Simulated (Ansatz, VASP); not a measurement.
## One calculation of Al, two programs

Contents of INCAR:

```
ALGO     = Fast           # electronic algorithm
EDIFF    = 1E-6           # SCF threshold, eV
ENCUT    = 520            # plane-wave cutoff, eV
GGA      = CA             # functional
ISIF     = 2              # what is computed and relaxed
ISMEAR   = -1             # smearing method
LASPH    = True           # aspherical terms in the spheres
LCHARG   = False          # write CHGCAR
LREAL    = False          # projectors in reciprocal space
LWAVE    = False          # write WAVECAR
NBANDS   = 10             # bands
NELM     = 100            # most SCF steps
PREC     = Accurate       # precision mode
SIGMA    = 0.05           # smearing width, eV
```

The input KPOINTS:

```
k-points
0
Gamma
  11 11 6
```

Contents of POSCAR:

```
Al
1.0
    2.7744445386      0.0000000000      0.0000000000
   -1.3872222692      2.4027394518      0.0000000000
    0.0000000000      0.0000000000      4.8010736936
Al
2
Direct
    0.3333333333      0.6666666667      0.2500000000
    0.6666666667      0.3333333333      0.7500000000
```

Contents of input.yaml:

```yaml
crystal:
  lattice:
    - [2.7744445386, 0.0, 0.0]
    - [-1.3872222692, 2.4027394518, 0.0]
    - [0.0, 0.0, 4.8010736936]
  atoms:
    - { symbol: Al, position: [0.3333333333, 0.6666666667, 0.25] }
    - { symbol: Al, position: [0.6666666667, 0.3333333333, 0.75] }
kpoints:
  mp_grid: { grid: [11, 11, 6] }
scf:
  occupations: { method: fermi_dirac, width: 0.05 }
hamiltonian:
  xc: lda
  pseudopotentials: { kind: all_electron, lapw: { basis_error: 0.001 } }
output:
  forces: true
  stress: true
  eigenvalues: true
```

Change from the starting cell: volume scaled by 0.96.

Alike in both runs: task single point; functional LDA; k mesh 11 × 11 × 6; occupations fermi-dirac, width 0.05 eV; no spin polarisation.

|  | VASP | Ansatz |
| --- | --- | --- |
| version | VASP 6.6.1 | Ansatz 0.2.0 |
| potentials or method | VASP PAW LDA potentials, release 64 (Al), cutoff 520 eV | all-electron LAPW, scalar-relativistic |

Ansatz gave:

* gap on the k mesh at the Fermi level (eV): none
* pressure (GPa): 0.0
* traceless stress, the component that is largest in VASP (GPa): -3.32

Question: Which values does VASP return?

Answer: gap on the k mesh at the Fermi level (eV): none; pressure (GPa): 0.1; traceless stress, the component that is largest in VASP (GPa): -3.36.

LDA's correlation is that of Perdew and Zunger in VASP and of Perdew and Wang (1992) in Ansatz. A gap of «none» marks a metal or a gap that the smearing closes. Ansatz ran all-electron here, and VASP with PAW potentials.
